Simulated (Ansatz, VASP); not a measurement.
MgS in VASP and in Ansatz

```
Mg S
1.0
     0.01620    2.60093    2.58473
     2.60093    0.01620    2.58473
     2.61712    2.61712    0.00000
Mg S
1 1
Direct
  0.00000 0.00000 0.00000
  0.50000 0.50000 0.50000
```

Change from the starting cell: strained cell.

Alike in both runs: functional PBEsol; k mesh 6 × 6 × 6; occupations gaussian, width 0.02 eV; no spin polarisation.

Ansatz relaxed the structure, and its values are those at the end. VASP's run is a single point on that final structure, the one shown.

|  | VASP | Ansatz |
| --- | --- | --- |
| version | VASP 6.6.1 | Ansatz 0.2.0 |
| potentials or method | VASP PAW PBE potentials, release 64 (Mg, S), cutoff 600 eV | scalar-relativistic, plane waves, PAW |
| valence electrons in the cell | 8 | 16 |

Ansatz gave:

* gap on the k mesh at the Fermi level (eV): 2.62
* least direct gap on the mesh (eV): 3.58
* pressure (GPa): -0.4

Task: What did VASP give for the same quantities?

Result: gap on the k mesh at the Fermi level (eV): 2.62; least direct gap on the mesh (eV): 3.58; pressure (GPa): -0.6.

VASP's potentials were made for PBE, not for PBEsol, and Ansatz warns of the same on its side. With one functional, cell and mesh, what is left measures potentials, basis and numerics. VASP's potentials hold 8 valence electrons a cell and Ansatz's 16, so a difference there can come from the potentials and not from the codes. Ansatz's warnings: stress scf threshold loose.
